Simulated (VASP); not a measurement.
A run of VASP 6.6.1 is set up as follows.

The input INCAR:

```
SYSTEM = Ni
PREC = Accurate
ENCUT = 520
EDIFF = 1E-6
ISMEAR = -1
SIGMA = 0.1
LREAL = .False.
LASPH = .True.
NELM = 100
ALGO = Normal
ISIF = 2
LWAVE = .False.
LCHARG = .False.
GGA = RP
NBANDS = 22
```

File KPOINTS:

```
Automatic mesh
0
Gamma
  12 12 17
  0 0 0
```

Contents of POSCAR:

```
Ni
1.0
    4.0320739648      0.0000000000      0.0000000000
   -2.0160369824      3.4918784835      0.0000000000
    0.0000000000      0.0000000000      2.4269998947
Ni
3
Direct
    0.0000000000      1.0000000000      0.0000000000
    0.3333333333      0.6666666667      0.5000000000
    0.6666666667      0.3333333333      0.5000000000
```

Potentials or basis: VASP PAW PBE potentials, release 64 (Ni).

Command:

```bash
$ cat potpaw_PBE.64/Ni/POTCAR > POTCAR
$ mpirun -np 1 vasp_std > vasp.out
```

(1) Predict the pressure.

(2) Predict the band gap on the k mesh.

Answers

(1) 0.2 GPa.

(2) zero (band 15 reaches 9.11 eV, above the bottom of band 16 at 8.56 eV).

Caveat: the PAW data sets were made with another functional, which shifts forces and pressure a little; the run has no spin polarisation, though such a crystal can be magnetic.
